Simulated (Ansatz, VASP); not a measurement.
Cd3F in VASP and in Ansatz

```xyz
4
Lattice="4.3668 0.0000 0.0000 0.0000 4.3668 0.0000 0.0000 0.0000 4.3668" Properties=species:S:1:pos:R:3 pbc="T T T"
Cd    0.0000    2.1834    2.1834
Cd    2.1834    0.0000    2.1834
Cd    2.1834    2.1834    0.0000
F     0.0000    0.0000    0.0000
```

Change from the starting cell: species swapped into the Tm3In type (Pm-3m, No. 221).

Alike in both runs: functional PBE; k mesh 10 × 10 × 10; occupations gaussian, width 0.1 eV; no spin polarisation.

Ansatz relaxed the structure, and its values are those at the end. VASP's run is a single point on that final structure, the one shown.

```csv
,VASP,Ansatz
version,VASP 6.6.1,Ansatz 0.2.0
potentials or method,"VASP PAW PBE potentials, release 64 (Cd, F), cutoff 520 eV","scalar-relativistic, plane waves, PAW"
valence electrons in the cell,43,67
```

|  | VASP | Ansatz | Ansatz less VASP |
| --- | --- | --- | --- |
| gap on the k mesh at the Fermi level (eV) | none | none | - |
| pressure (GPa) | 0.2 | 0.0 | -0.16 |

A gap of «none» marks a metal or a gap that the smearing closes. VASP's potentials hold 43 valence electrons a cell and Ansatz's 67, so a difference there can come from the potentials and not from the codes.
